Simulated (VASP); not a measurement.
Runs of VASP 6.6.1 on Au. The structure is that of space group Pm-3m (No. 221), or close to it. The cells are those of the table. 

```csv
task,level,potentials or basis,cell,k mesh,cutoff (eV),smearing,grid for exact exchange (PRECFOCK),gap on the mesh (eV),pressure (GPa),relaxed volume (Å³/atom)
relaxation of cell and atoms,PBE+D3(BJ),"VASP PAW PBE potentials, release 64 (Au)","relaxed from a = 2.748 Å, 1 atom",10 × 10 × 10,600,fermi-dirac 0.05 eV,-,none,0.0,19.98
relaxation of cell and atoms,LDA,"VASP PAW LDA potentials, release 64 (Au)","relaxed from a = 2.748 Å, 1 atom",10 × 10 × 10,600,fermi-dirac 0.05 eV,-,none,-0.1,(b)
single point,BLYP,"VASP PAW PBE potentials, release 64 (Au)","a = 2.818 Å, 1 atom",10 × 10 × 10,520,fermi-dirac 0.05 eV,-,none,(a),-
single point,r2SCANh,"VASP PAW PBE potentials, release 64 (Au)","a = 2.748 Å, 1 atom",5 × 5 × 5,520,fermi-dirac 0.05 eV,Normal,none,-2.4,-
single point,PBE+D3(BJ),"VASP PAW PBE potentials, release 64 (Au)","a = 2.714 Å, 1 atom",10 × 10 × 10,520,fermi-dirac 0.05 eV,-,none,-0.2,-
single point,PBE,"VASP PAW PBE potentials, release 64 (Au)","a = 2.748 Å, 1 atom",10 × 10 × 10,520,gaussian 0.028 eV,-,none,0.1,-
single point,PBE0,"VASP PAW PBE potentials, release 64 (Au)","a = 2.748 Å, 1 atom",5 × 5 × 5,520,fermi-dirac 0.05 eV,Normal,none,(c),-
single point,PBE,"VASP PAW PBE potentials, release 64 (Au)","a = 2.802 Å, 1 atom",10 × 10 × 10,520,fermi-dirac 0.05 eV,-,none,-5.2,-
```

Alike in all rows: no spin polarisation.

Estimate the missing entries.

(a) 0.4; (b) 19.05; (c) -1.4.

Caveats: some runs use coarse meshes; spin-orbit coupling is left out, which moves the levels of the heavy elements; the PAW data sets were made with another functional, which shifts forces and pressure a little (some runs); pairwise dispersion overbinds metals, which lowers pressure and volume (some runs).

A k mesh can miss the band edges, and the runs leave out spin-orbit coupling on Au.

A gap of «none» marks levels without a gap at the run's occupations.
